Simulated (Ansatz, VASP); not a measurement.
**Al3GaN4 in VASP and in Ansatz**

```
Al Ga N
1.0
     4.40699    0.00000    0.00000
     0.00000    4.40699    0.00000
     0.00000    0.00000    4.40699
Al Ga N
3 1 4
Direct
  0.50000 0.50000 0.00000
  0.50000 0.00000 0.50000
  0.00000 0.50000 0.50000
  0.01605 0.01605 0.00000
  0.74471 0.74471 0.25529
  0.74471 0.25529 0.74471
  0.25529 0.74471 0.74471
  0.25529 0.25529 0.25529
```

Alike in both runs: task single point; functional PBEsol; k mesh 6 × 6 × 6; occupations gaussian, width 0.05 eV; no spin polarisation.

|  | VASP | Ansatz |
| --- | --- | --- |
| version | VASP 6.6.1 | Ansatz 0.2.0 |
| potentials or method | VASP PAW PBE potentials, release 64 (Al, Ga_d, N), cutoff 520 eV | scalar-relativistic, plane waves, PAW |
| valence electrons in the cell | 42 | 42 |

|  | VASP | Ansatz | Ansatz less VASP |
| --- | --- | --- | --- |
| gap on the k mesh at the Fermi level (eV) | 2.92 | 2.92 | +0.004 |
| least direct gap on the mesh (eV) | 2.92 | 2.92 | +0.004 |
| pressure (GPa) | 0.3 | 0.4 | +0.07 |
| traceless stress, the component that is largest in VASP (GPa) | 1.22 | 1.24 | +0.029 |
| rms of the force components (eV/Å) | 0.445 | 0.449 | +0.0045 |

VASP's potentials were made for PBE, not for PBEsol. Atom by atom the forces differ by 0.006 eV/Å (rms over components).
